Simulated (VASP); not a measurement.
Write the native input for VASP 6.6.1 that does the following.

- Task: single point
- Functional: PBEsol
- Potentials or basis: VASP PAW PBE potentials, release 64 (Rh_pv)
- Cutoff: 520 eV
- k mesh: 18 × 18 × 12
- Occupations: gaussian, width 0.15 eV
- Spin: no spin polarisation
- Dipole correction: no
- Further INCAR settings: ALGO = Fast; EDIFF = 1e-06; NBANDS = 22

The structure of Rh lies in POSCAR:

```
Rh
1.0
    2.7992535183      0.0000000000      0.0000000000
   -1.3996267591      2.3650972278      0.0000000000
    0.0000000000      0.0000000000      4.4284890000
Rh
2
Direct
    0.6666666667      0.3333333333      0.7500000000
    0.3333333333      0.6666666667      0.2500000000
```

This cell differs from its parent crystal: strain +0.0250 x Voigt [1, 0, 0, 0, 0, 0].

One way to write it, as run:

INCAR

```
SYSTEM = Rh
ALGO = Fast
EDIFF = 1E-6
ENCUT = 520
GGA = PS
ISIF = 2
ISMEAR = 0
LASPH = .True.
LCHARG = .True.
LELF = .True.
LREAL = .False.
LVHAR = .True.
LWAVE = .False.
NBANDS = 22
NELM = 100
PREC = Accurate
SIGMA = 0.15
```

KPOINTS

```
k-points
0
Gamma
  18 18 12
  0 0 0
```

Potentials or basis: VASP PAW PBE potentials, release 64 (Rh_pv).

The run is started by

```bash
$ cat potpaw_PBE.64/Rh_pv/POTCAR > POTCAR
$ mpirun -np 1 vasp_std > vasp.out
```

Results of the run:

```yaml
Pressure: -18.6 GPa
Largest_force: 0.040 eV/Å
Band_gap_on_the_k_mesh: zero (bands 15 and 16 overlap by 2.21 eV)
```

Caveat: the cell differs from its parent crystal (strain +0.0250 x Voigt [1, 0, 0, 0, 0, 0]); the cell stands under tension; the PAW data sets were made with another functional, which shifts forces and pressure a little.

It took 3.1 min on 1 thread of Intel(R) Xeon(R) Platinum 8488C (Sapphire Rapids) (shared host), peak memory 0.4 GiB.
